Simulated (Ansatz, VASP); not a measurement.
# Ta2N in VASP and in Ansatz

```xyz
3
Lattice="3.0783 -0.2155 0.0000 -1.7257 2.7736 0.0000 0.0000 0.0000 4.9084" Properties=species:S:1:pos:R:3 pbc="T T T"
Ta    1.4769    0.7809    3.6634
Ta   -0.1244    1.7772    1.2449
N     0.0000    0.0000    0.0000
```

Change from the starting cell: engineering shear strain xy -0.1400, normal strain along z +0.0175.

Alike in both runs: task single point; functional PBEsol; k mesh 15 × 15 × 8; occupations gaussian, width 0.15 eV; no spin polarisation.

|  | VASP | Ansatz |
| --- | --- | --- |
| version | VASP 6.6.1 | Ansatz 0.2.0 |
| potentials or method | VASP PAW PBE potentials, release 64 (Ta_pv, N), cutoff 520 eV | scalar-relativistic, plane waves, PAW |
| valence electrons in the cell | 27 | 31 |

Ansatz gave:

- gap on the k mesh at the Fermi level (eV): none
- pressure (GPa): -0.2
- traceless stress, the component that is largest in VASP (GPa): 20.58
- rms of the force components (eV/Å): 0.234

Task: Which values does VASP return?

Result: gap on the k mesh at the Fermi level (eV): none; pressure (GPa): 0.4; traceless stress, the component that is largest in VASP (GPa): 20.66; rms of the force components (eV/Å): 0.259.

VASP's potentials were made for PBE, not for PBEsol, and Ansatz warns of the same on its side. Atom by atom the forces differ by 0.026 eV/Å (rms over components). A gap of «none» marks a metal or a gap that the smearing closes. The functional is the same, so the differences come from potentials, cutoffs and numerics. VASP's potentials hold 27 valence electrons a cell and Ansatz's 31, so a difference there can come from the potentials and not from the codes.

Spin-orbit coupling is off throughout.
